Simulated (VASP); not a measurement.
A run of VASP 6.6.1 is set up as follows.

INCAR

```
PREC = Accurate ; ENCUT = 520
EDIFF = 1E-6 ; ISMEAR = 0
SIGMA = 0.01 ; LREAL = False
LASPH = True ; NELM = 60
ALGO = Normal ; ISIF = 2
LWAVE = False ; LCHARG = False
GGA = PE ; NBANDS = 18
```

KPOINTS

```
Automatic mesh
0
Gamma
  12 12 8
```

POSCAR

```
P
1.0
    1.6547456629     -5.6432049475      0.0000000000
    1.6547456629      5.6432049475      0.0000000000
    0.0000000000      0.0000000000      4.5643751969
P
4
Direct
    0.9059845537      0.0940154463      0.0865344401
    0.5940154463      0.4059845537      0.5865344401
    0.0940154463      0.9059845537      0.9134655599
    0.4059845537      0.5940154463      0.4134655599
```

Potentials or basis: VASP PAW PBE potentials, release 64 (P).

Command:

```console
$ cat potpaw_PBE.64/P/POTCAR > POTCAR
$ mpirun -np 1 vasp_std > vasp.out
```

(1) What does it give for the pressure?

(2) Estimate the largest force.

(3) Estimate the band gap on the k mesh.

Answers

(1) -0.3 GPa.

(2) 0.050 eV/Å.

(3) 0.15 eV.

Caveat: semilocal functionals underestimate gaps, and a narrow one can read as zero.
